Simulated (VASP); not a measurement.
# Zn18S17 (a cell with a defect) in VASP: electric field gradients with PBE

Aim: the electric field gradients of Zn18S17 (a cell with a defect) with PBE.

Program: VASP 6.6.1. These are calculated values, not measurements. Logs are shortened: lines on timing, memory, paths and dates and some standing lists are left out, and cuts for length are marked.

### Step 1. The cell of the first run

The cell holds a defect, 35 atoms: a = 6.603 Å, b = 6.603 Å, c = 18.690 Å, α = 90.00°, β = 90.00°, γ = 120.00°.

### Step 2. Electric field gradients, PBE (atoms taken out)

INCAR reads:

```
ALGO = Normal
EDIFF = 1E-8
ENCUT = 520
GGA = PE
ISIF = 2
ISMEAR = -1
LASPH = True
LCHARG = False
LEFG = True
LREAL = Auto
LWAVE = False
NBANDS = 182
NELECT = 316.0
NELM = 100
PREC = Accurate
SIGMA = 0.01
```

KPOINTS reads:

```
k-points
0
Gamma
  3 3 1
```

POSCAR reads:

```
Zn18S17
1.0
    5.7180000000      3.3012888392      0.0000000000
   -5.7180000000      3.3012888392      0.0000000000
    0.0000000000      0.0000000000     18.6899900000
Zn S
18 17
Direct
    0.0000000000      0.0000000000      0.0000000000
    0.3333333333      0.6666666667      0.0000000000
    0.6666666667      0.3333333333      0.0000000000
    0.0000000000      0.0000000000      0.5000000000
    0.3333333333      0.6666666667      0.5000000000
    0.6666666667      0.3333333333      0.5000000000
    0.3333333333      0.3333333334      0.1666700000
    0.6666666667      0.0000000000      0.1666700000
    0.0000000000      0.6666666667      0.1666700000
    0.3333333333      1.0000000000      0.6666700000
    0.6666666667      0.6666666666      0.6666700000
    0.0000000000      0.3333333333      0.6666700000
    0.3333333333      1.0000000000      0.3333300000
    0.6666666667      0.6666666666      0.3333300000
    0.0000000000      0.3333333333      0.3333300000
    0.3333333333      0.3333333334      0.8333300000
    0.6666666667      0.0000000000      0.8333300000
    0.0000000000      0.6666666667      0.8333300000
    0.3333333333      0.6666666667      0.1250000000
    0.6666666667      0.3333333333      0.1250000000
    0.0000000000      0.0000000000      0.6250000000
    0.3333333333      0.6666666667      0.6250000000
    0.6666666667      0.3333333333      0.6250000000
    0.3333333333      0.3333333334      0.2916700000
    0.6666666667      0.0000000000      0.2916700000
    0.0000000000      0.6666666667      0.2916700000
    0.3333333333      1.0000000000      0.7916700000
    0.6666666667      0.6666666666      0.7916700000
    0.0000000000      0.3333333333      0.7916700000
    0.3333333333      1.0000000000      0.4583300000
    0.6666666667      0.6666666666      0.4583300000
    0.0000000000      0.3333333333      0.4583300000
    0.3333333333      0.3333333334      0.9583300000
    0.6666666667      0.0000000000      0.9583300000
    0.0000000000      0.6666666667      0.9583300000
```

Potentials or basis: VASP PAW PBE potentials, release 64 (Zn, S).

Launch:

```
cat potpaw_PBE.64/Zn/POTCAR potpaw_PBE.64/S/POTCAR > POTCAR
mpirun -np 1 vasp_std > vasp.out
```

OUTCAR:

```text
EDIFF = 1E-8
   ENCUT = 520
   GGA = PE
   ISIF = 2
   ISMEAR = -1
   LASPH = True
   LREAL = Auto
   NELECT = 316.0
   NELM = 100
   PREC = Accurate

 ion  position               nearest neighbor table
   1  0.000  0.000  0.000-  34 2.33  35 2.33  33 2.33
   2  0.333  0.667  0.000-  35 2.33  33 2.33  34 2.33  19 2.34
   3  0.667  0.333  0.000-  34 2.33  35 2.33  33 2.33  20 2.34
   4  0.000  0.000  0.500-  30 2.33  32 2.33  31 2.33  21 2.34
   5  0.333  0.667  0.500-  30 2.33  32 2.33  31 2.33  22 2.34
   6  0.667  0.333  0.500-  32 2.33  31 2.33  30 2.33  23 2.34
   7  0.333  0.333  0.167-  19 2.33  20 2.33  24 2.34
   8  0.667  0.000  0.167-  20 2.33  19 2.33  25 2.34
   9  0.000  0.667  0.167-  19 2.33  20 2.33  26 2.34
  10  0.333  0.000  0.667-  21 2.33  22 2.33  23 2.33  27 2.34
  11  0.667  0.667  0.667-  23 2.33  21 2.33  22 2.33  28 2.34
  12  0.000  0.333  0.667-  21 2.33  23 2.33  22 2.33  29 2.34
  13  0.333  0.000  0.333-  26 2.33  24 2.33  25 2.33  30 2.34
  14  0.667  0.667  0.333-  26 2.33  24 2.33  25 2.33  31 2.34
  15  0.000  0.333  0.333-  24 2.33  25 2.33  26 2.33  32 2.34
[... 18 lines left out ...]
  34  0.667  0.000  0.958-   1 2.33   3 2.33   2 2.33  17 2.34
  35  0.000  0.667  0.958-   1 2.33   2 2.33   3 2.33  18 2.34

  LATTYP: Found a hexagonal cell.
 ALAT       =     6.6025776784
 C/A-ratio  =     2.8307111117

  Lattice vectors:

 A1 = (   5.7180000000,   3.3012888392,   0.0000000000)
 A2 = (  -5.7180000000,   3.3012888392,   0.0000000000)
 A3 = (   0.0000000000,   0.0000000000,  18.6899900000)

Analysis of symmetry for initial positions (statically):
=====================================================================
 Subroutine PRICEL returns:
 Original cell was already a primitive cell.

 Routine SETGRP: Setting up the symmetry group for a
 hexagonal supercell.

 Subroutine GETGRP returns: Found  6 space group operations
 (whereof  6 operations were pure point group operations)
 out of a pool of 24 trial point group operations.

The static configuration has the point symmetry C_3v.

Analysis of symmetry for dynamics (positions and initial velocities):
=====================================================================
 Subroutine PRICEL returns:
 Original cell was already a primitive cell.

 Routine SETGRP: Setting up the symmetry group for a
 hexagonal supercell.

 Subroutine GETGRP returns: Found  6 space group operations
 (whereof  6 operations were pure point group operations)
 out of a pool of 24 trial point group operations.

The dynamic configuration has the point symmetry C_3v.

 Subroutine INISYM returns: Found  6 space group operations
 (whereof  6 operations are pure point group operations),
 and found     1 'primitive' translations

----------------------------------------------------------------------------------------

                                     Primitive cell

  volume of cell :     705.6133

  direct lattice vectors                    reciprocal lattice vectors
     5.718000000  3.301288839  0.000000000     0.087443162  0.151455999  0.000000000
    -5.718000000  3.301288839  0.000000000    -0.087443162  0.151455999  0.000000000
     0.000000000  0.000000000 18.689990000     0.000000000  0.000000000  0.053504577

  length of vectors
     6.602577678  6.602577678 18.689990000     0.174886324  0.174886324  0.053504577

  position of ions in fractional coordinates (direct lattice)
     0.000000000  0.000000000  0.000000000
     0.333333333  0.666666667  0.000000000
     0.666666667  0.333333333  0.000000000
     0.000000000  0.000000000  0.500000000
     0.333333333  0.666666667  0.500000000
     0.666666667  0.333333333  0.500000000
[... 27 lines left out ...]
     0.666666667  1.000000000  0.958330000
     1.000000000  0.666666667  0.958330000

  ion indices of the primitive-cell ions
   primitive index   ion index
[... 82 lines left out ...]
   LASPH  =      T    aspherical Exc in radial PAW
   ENCUT  =  520.0 eV  38.22 Ry    6.18 a.u.  12.28 12.28 34.75*2*pi/ulx,y,z
   NELM   =    100;   NELMIN=  2; NELMDL= -5     # of ELM steps
   EDIFF  = 0.1E-07   stopping-criterion for ELM
   LREAL  =      T    real-space projection
   EDIFFG = 0.1E-06   stopping-criterion for IOM
   NSW    =      0    number of steps for IOM
   IBRION =     -1    ionic relax: 0-MD 1-quasi-New 2-CG
   NFREE  =      0    steps in history (QN), initial steepest desc. (CG)
   ISIF   =      2    stress and relaxation
   ISYM   =      2    0-nonsym 1-usesym 2-fastsym
   POTIM  = 0.5000    time-step for ionic-motion
   TEBEG  =    0.0;   TEEND  =   0.0 temperature during run
   PSTRESS=    0.0 pullay stress
   NELECT =     316.0000    total number of electrons
   NUPDOWN=      -1.0000    fix difference up-down
   EMIN   =  10.00;   EMAX   =-10.00  energy-range for DOS
   EFERMI =   0.00;   METHOD = LEGACY
   ISMEAR =    -1;   SIGMA  =   0.01  broadening in eV -4-tet -1-fermi 0-gaus
   EFERMI_NEDOS =   21; number of points for ismear=-14 and -15
   IALGO  =     38    algorithm
   IMIX   =      4    mixing-type and parameters
     AMIX     =   0.40;   BMIX     =  1.00
     AMIX_MAG =   1.60;   BMIX_MAG =  1.00
  volume/ion in A,a.u.               =      20.16       136.05
  Fermi-wavevector in a.u.,A,eV,Ry     =   1.252511  2.366903 21.344606  1.568784
  Thomas-Fermi vector in A             =   2.386408
   LORBIT       =      0    0 simple, 1 ext, 2 COOP (PROOUT), +10 PAW based schemes
   GGA     = PE    functional components
[... 5 lines left out ...]
 non-spin polarized calculation
  energy-cutoff  :      520.00
  volume of cell :      705.61
 maximum number of plane-waves:     19101
 NGX is ok and might be reduce to    50
   NGX = 25   NGY = 25   NGZ = 69

 number of electron     316.0000015 magnetization

 Free energy of the ion-electron system (eV)
  ---------------------------------------------------
  ext. energy  EPLUGINS =         0.00000000
  ---------------------------------------------------
  free energy    TOTEN  =      -120.11789090 eV

  energy without entropy =     -120.11480999  energy(sigma->0) =     -120.11635044

 E-fermi :   2.0801     XC(G=0):  -9.4713

 val. band max:        1.8953847271   @ k =   0.0000   0.0000   0.0000
 cond. band min:       2.0800561767   @ k =   0.3333   0.3333   0.0000
 fundamental gap:      0.1846714495
 Fermi energy:         2.0800560047

 k-point     1 :       0.0000    0.0000    0.0000
  band No.  band energies     occupation
      1     -11.5835      2.00000
      2     -11.0976      2.00000
      3     -10.9753      2.00000
      4     -10.9375      2.00000
      5     -10.6493      2.00000
      6     -10.3869      2.00000
[... 508 lines left out ...]
    169       6.0551      0.00000
    170       6.0551      0.00000
 [bands above 170 left out]

------------------------ aborting loop because EDIFF is reached ----------------------------------------

  FORCE on cell =-STRESS in cart. coord.  units (eV):
  Direction    XX          YY          ZZ          XY          YZ          ZX
  --------------------------------------------------------------------------------------
  -------------------------------------------------------------------------------------
  Total       -8.2341826     -8.2341826     -9.5580450      0.0000000      0.0000000      0.0000000
  in kB      -18.6966731    -18.6966731    -21.7026573      0.0000000      0.0000000      0.0000000
  external PRESSURE =     -19.6986678 kB  Pullay stress =       0.0000000 kB

 VOLUME and BASIS-vectors are now :
 -----------------------------------------------------------------------------
  energy-cutoff  :      520.00
  volume of cell :      705.61
      direct lattice vectors                 reciprocal lattice vectors
     5.718000000  3.301288839  0.000000000     0.087443162  0.151455999  0.000000000
    -5.718000000  3.301288839  0.000000000    -0.087443162  0.151455999  0.000000000
     0.000000000  0.000000000 18.689990000     0.000000000  0.000000000  0.053504577

 POSITION                                       TOTAL-FORCE (eV/Angst)
 -----------------------------------------------------------------------------------
      0.00000      0.00000      0.00000         0.000000     -0.000000     -1.021630
     -1.90600      3.30129      0.00000         0.000000     -0.000000     -0.384072
      1.90600      3.30129      0.00000         0.000000     -0.000000     -0.384072
      0.00000      0.00000      9.34500         0.000000     -0.000000      0.060476
     -1.90600      3.30129      9.34500         0.000000     -0.000000      0.078843
      1.90600      3.30129      9.34500         0.000000     -0.000000      0.078843
[... 27 lines left out ...]
      3.81200      2.20086     17.91118         0.127580      0.073658      0.705719
     -3.81200      2.20086     17.91118        -0.127580      0.073658      0.705719
 -----------------------------------------------------------------------------------
    total drift:                               -0.000000     -0.000022      0.000291

  FREE ENERGIE OF THE ION-ELECTRON SYSTEM (eV)
  ---------------------------------------------------
  free  energy   TOTEN  =      -120.1178908982 eV

  energy  without entropy=     -120.1148099868  energy(sigma->0) =     -120.11635044

 Electric field gradients (V/A^2)
---------------------------------------------------------------------
 ion       V_xx      V_yy      V_zz      V_xy      V_xz      V_yz
---------------------------------------------------------------------
   1     -56.123   -56.140   112.263    -0.000     0.000     0.000
   2      -4.680    -4.678     9.358     0.000     0.000     0.000
   3      -4.680    -4.678     9.358    -0.000    -0.000     0.000
   4       2.372     2.354    -4.726    -0.000    -0.000    -0.000
   5       2.072     2.074    -4.146    -0.000     0.000    -0.000
   6       2.072     2.074    -4.146     0.000    -0.000    -0.000
[... 27 lines left out ...]
  34       2.674    -8.818     6.145     9.953    23.572    13.610
  35       2.674    -8.818     6.145    -9.953   -23.572    13.610
---------------------------------------------------------------------

 Electric field gradients after diagonalization (V/A^2)
 (convention: |V_zz| > |V_xx| > |V_yy|)
----------------------------------------------------------------------
 ion       V_xx      V_yy      V_zz     asymmetry (V_yy - V_xx)/ V_zz
----------------------------------------------------------------------
   1     -56.140   -56.123   112.263       0.000
   2      -4.680    -4.678     9.358       0.000
   3      -4.680    -4.678     9.358       0.000
   4       2.372     2.354    -4.726       0.004
   5       2.074     2.072    -4.146       0.001
   6       2.074     2.072    -4.146       0.001
[... 27 lines left out ...]
  34     -19.960   -14.565    34.525       0.156
  35     -19.960   -14.565    34.525       0.156
----------------------------------------------------------------------

           NMR quadrupolar parameters

 Cq : quadrupolar parameter    Cq=e*Q*V_zz/h
 eta: asymmetry parameters     (V_yy - V_xx)/ V_zz
 Q  : nuclear electric quadrupole moment in mb (millibarn)
----------------------------------------------------------------------
 ion       Cq(MHz)       eta       Q (mb)
----------------------------------------------------------------------
   1       0.271       0.000       1.000
   2       0.023       0.000       1.000
   3       0.023       0.000       1.000
   4      -0.011       0.004       1.000
   5      -0.010       0.001       1.000
   6      -0.010       0.001       1.000
[... 27 lines left out ...]
  34       0.083       0.156       1.000
  35       0.083       0.156       1.000
----------------------------------------------------------------------
```

It took 49 min on 1 thread of AMD EPYC, shared host; peak memory 0.79 GiB.

Results:

```yaml
Free_energy: -120.1179 eV
Largest_force: 1.022 eV/Å
Largest_electric_field_gradient_by_atom: Zn +112.3, +9.4, -4.7, -4.1, +103.4, +0.8, -9.4, +14.4 (each value once); S -53.4, -11.7, -11.9, +45.1, -6.8, +9.8, +34.5 (each value once) V/Å²
```

Forces in eV/Å, atoms in the order of the input:
```
Zn   0.000  0.000 -1.022
Zn   0.000  0.000 -0.384
Zn   0.000  0.000 -0.384
Zn   0.000  0.000  0.060
Zn   0.000  0.000  0.079
Zn   0.000  0.000  0.079
Zn   0.000  0.556  0.715
Zn  -0.482 -0.278  0.715
Zn   0.482 -0.278  0.715
Zn   0.018  0.011 -0.034
Zn   0.000 -0.021 -0.034
Zn  -0.018  0.011 -0.034
Zn  -0.076 -0.044  0.343
Zn   0.000  0.087  0.343
Zn   0.076 -0.044  0.343
Zn   0.000 -0.044 -0.409
Zn   0.038  0.022 -0.409
Zn  -0.038  0.022 -0.409
S    0.000  0.000 -0.229
S    0.000  0.000 -0.229
S    0.000  0.000 -0.013
S    0.000  0.000 -0.013
S    0.000  0.000 -0.013
S    0.000 -0.370 -0.580
S    0.320  0.185 -0.580
S   -0.320  0.185 -0.580
S    0.007  0.004  0.212
S    0.000 -0.008  0.212
S   -0.007  0.004  0.212
S    0.033  0.019 -0.263
S    0.000 -0.038 -0.263
S   -0.033  0.019 -0.263
S    0.000 -0.147  0.706
S    0.128  0.074  0.706
S   -0.128  0.074  0.706
```

Levels at points of the mesh, in eV from the Fermi level:
```tsv
k point	band 154	band 155	band 156	band 157	band 158	band 159	band 160	band 161	band 162	band 163
(0.00, 0.00, 0.00)	-0.46	-0.30	-0.18	-0.18	0.12	0.12	2.20	2.46	2.60	2.60
```

Electric field gradients, principal values (V/Å²):
```tsv
atom	least	middle	greatest (by size)
1 Zn	-56.123	-56.140	112.263
2 Zn	-4.678	-4.680	9.358
3 Zn	-4.678	-4.680	9.358
4 Zn	2.354	2.372	-4.726
5 Zn	2.072	2.074	-4.146
6 Zn	2.072	2.074	-4.146
7 Zn	-44.555	-58.841	103.397
8 Zn	-44.559	-58.838	103.397
9 Zn	-44.559	-58.838	103.397
10 Zn	-0.247	-0.571	0.818
11 Zn	-0.243	-0.575	0.818
12 Zn	-0.247	-0.571	0.818
13 Zn	0.553	8.872	-9.425
14 Zn	0.557	8.872	-9.429
15 Zn	0.553	8.872	-9.425
16 Zn	-6.022	-8.340	14.362
17 Zn	-6.022	-8.344	14.366
18 Zn	-6.022	-8.344	14.366
19 S	26.716	26.716	-53.432
20 S	26.716	26.716	-53.432
21 S	5.872	5.874	-11.746
22 S	5.955	5.955	-11.910
23 S	5.955	5.955	-11.910
24 S	-22.160	-22.905	45.065
25 S	-22.160	-22.905	45.064
26 S	-22.160	-22.905	45.064
27 S	0.319	6.432	-6.751
28 S	0.319	6.432	-6.751
29 S	0.319	6.432	-6.751
30 S	-4.508	-5.311	9.818
31 S	-4.507	-5.311	9.818
32 S	-4.508	-5.311	9.818
33 S	-14.566	-19.959	34.525
34 S	-14.565	-19.960	34.525
35 S	-14.565	-19.960	34.525
```

Caveat: the k points lie up to 0.37 Å⁻¹ apart; the cell carries a net charge on a neutralising background, which shifts energy and pressure; the cell differs from its parent crystal (atoms taken out); the cell is charged against a uniform background, so pressure and absolute levels hang on convention; without QUAD_EFG the Cq values of the log hold for a quadrupole moment of 1 mb, not for the nuclei.
